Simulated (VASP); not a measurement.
Wanted: the native input for a VASP 6.6.1 run.

```
Task                   : single point
Functional             : LDA
Potentials or basis    : VASP PAW LDA potentials, release 64 (Sc_sv)
Cutoff                 : 520 eV
k mesh                 : 10 × 10 × 10
Occupations            : fermi-dirac, width 0.025 eV
Spin                   : collinear spin, ferromagnetic start
Starting moments       : [0.98] μB
Hubbard terms          : Sc d U = 3.0 eV
Dipole correction      : no
Further INCAR settings : ALGO = Normal; EDIFF = 1e-06; NBANDS = 16
```

The structure of Sc lies in POSCAR:

```
Sc
1.0
   -1.8780678615      1.8780678615      1.6825400391
    1.8780678615     -1.8780678615      1.6825400391
    1.8780678615      1.8780678615     -1.6825400391
Sc
1
Direct
    0.0000000000      0.0000000000      0.0000000000
```

This cell differs from its parent crystal: volume scaled by 0.94.

These files were run (other wordings do the same):

INCAR

```
SYSTEM = Sc
PREC     = Accurate       ! precision mode
ENCUT    = 520            ! plane-wave cutoff, eV
EDIFF    = 1E-6           ! SCF threshold, eV
ISMEAR   = -1             ! smearing method
SIGMA    = 0.025          ! smearing width, eV
LREAL    = .FALSE.        ! projectors in reciprocal space
LASPH    = .TRUE.         ! aspherical terms in the spheres
NELM     = 150            ! most SCF steps
ALGO     = Normal         ! electronic algorithm
ISIF     = 2              ! what is computed and relaxed
LWAVE    = .FALSE.        ! write WAVECAR
LCHARG   = .FALSE.        ! write CHGCAR
ISPIN    = 2              ! spin polarisation
MAGMOM   = 0.98           ! initial moments
LORBIT   = 11             ! projections on sites
LMAXMIX  = 4              ! l up to which the mixer works
LDAU     = .TRUE.         ! DFT+U
LDAUTYPE = 2            
LDAUL    = 2              ! shell
LDAUU    = 3              ! U, eV
LDAUJ    = 0            
LDAUPRINT= 1            
GGA      = CA             ! functional
NBANDS   = 16             ! bands
```

KPOINTS

```
Automatic mesh
0
G
  10 10 10
  0 0 0
```

Potentials or basis: VASP PAW LDA potentials, release 64 (Sc_sv).

Run with:

```console
$ cat potpaw_LDA.64/Sc_sv/POTCAR > POTCAR
$ mpirun -np 1 vasp_std > vasp.out
```

Results of the run:

- Pressure: 3.5 GPa
- Net moment: 0.02 μB per cell
- Valence electrons inside the program's atomic spheres: Sc 9.31

Caveat: the U is typed as a test and isn't derived for this compound.

Run time: 40 s on 1 thread of Intel(R) Xeon(R) Platinum 8375C CPU @ 2.90GHz (Ice Lake) (shared host), peak memory 0.17 GiB.
